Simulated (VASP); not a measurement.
Wanted: the native input for a VASP 6.6.1 run.

```yaml
Task: single point
Functional: revPBE
Dispersion: D3(BJ)
Potentials_or_basis: VASP PAW PBE potentials, release 64 (In_d, As)
Cutoff: 520 eV
k_mesh: 8 × 8 × 8
Occupations: fermi-dirac, width 0.05 eV
Spin: no spin polarisation
Dipole_correction: no
Further_INCAR_settings: ALGO = Normal; EDIFF = 1e-06; NBANDS = 16
```

The structure of InAs lies in POSCAR:

```
InAs
1.0
    0.0000000000      3.0449637914      3.0449637914
    3.0449637914      0.0000000000      3.0449637914
    3.0449637914      3.0449637914      0.0000000000
In As
1 1
Direct
    0.0000000000      0.0000000000      0.0000000000
    0.7500000000      0.7500000000      0.7500000000
```

The input as run:

INCAR

```
PREC     = Accurate       # precision mode
ENCUT    = 520            # plane-wave cutoff, eV
EDIFF    = 1E-6           # SCF threshold, eV
ISMEAR   = -1             # smearing method
SIGMA    = 0.05           # smearing width, eV
LREAL    = F              # projectors in reciprocal space
LASPH    = T              # aspherical terms in the spheres
NELM     = 80             # most SCF steps
ALGO     = Normal         # electronic algorithm
ISIF     = 2              # what is computed and relaxed
LWAVE    = F              # write WAVECAR
LCHARG   = F              # write CHGCAR
GGA      = RE             # functional
IVDW     = 12             # dispersion correction
NBANDS   = 16             # bands
```

KPOINTS

```
Automatic mesh
0
Gamma
  8 8 8
```

Potentials or basis: VASP PAW PBE potentials, release 64 (In_d, As).

Run with:

```console
$ cat potpaw_PBE.64/In_d/POTCAR potpaw_PBE.64/As/POTCAR > POTCAR
$ mpirun -np 1 vasp_std > vasp.out
```

Results of the run:

The pressure is 0.0 GPa, the band gap on the k mesh is zero (filled and empty bands touch) and the dispersion energy per atom is -0.591 eV.

Caveat: the PAW data sets were made with another functional, which shifts forces and pressure a little; spin-orbit coupling is left out, which moves the levels of the heavy elements; pairwise dispersion overbinds metals, which lowers pressure and volume.

Wall time 21 s on 1 thread of Intel(R) Xeon(R) Platinum 8559C (Emerald Rapids), on a shared host, peak memory 0.19 GiB.
